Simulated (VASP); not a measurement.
A run of VASP 6.6.1 is set up as follows.

INCAR

```
SYSTEM = Si3N4
PREC = Accurate
ENCUT = 520
EDIFF = 1E-7
ISMEAR = 0
SIGMA = 0.02
LREAL = .FALSE.
LASPH = .TRUE.
NELM = 100
ALGO = Normal
ISIF = 2
LWAVE = .FALSE.
LCHARG = .TRUE.
GGA = PE
IVDW = 12
LELF = .TRUE.
LVHAR = .TRUE.
NBANDS = 45
```

KPOINTS

```
regular mesh
0
G
  6 6 8
  0 0 0
```

The input POSCAR:

```
Si3N4
1.0
    7.8735979879      0.0000000000      0.0000000000
   -3.9367989940      6.8187358767      0.0000000000
    0.0000000000      0.0000000000      2.9988584921
Si N
6 8
Direct
    0.7726259593      0.1786806417      0.3256285714
    0.5939453176      0.7726259593      0.8256285714
    0.8213193583      0.5939453176      0.3256285714
    0.2273740407      0.8213193583      0.8256285714
    0.4060546824      0.2273740407      0.3256285714
    0.1786806417      0.4060546824      0.8256285714
    0.0344383863      0.3310421711      0.3256285714
    0.7033962152      0.0344383863      0.8256285714
    0.6689578289      0.7033962152      0.3256285714
    0.9655616137      0.6689578289      0.8256285714
    0.2966037848      0.9655616137      0.3256285714
    0.3310421711      0.2966037848      0.8256285714
    0.3333333333      0.6666666667     -0.1743714286
    0.6666666667      0.3333333333      0.3256285714
```

Potentials or basis: VASP PAW PBE potentials, release 64 (Si, N).

Run with:

```console
$ cat potpaw_PBE.64/Si/POTCAR potpaw_PBE.64/N/POTCAR > POTCAR
$ mpirun -np 1 vasp_std > vasp.out
```

(1) Estimate the largest force.

(2) What does it give for the band gap on the k mesh?

(3) Predict the pressure.

Results:

(1) 0.004 eV/Å.

(2) 3.82 eV, indirect (least direct gap 3.98 eV).

(3) -19.3 GPa.
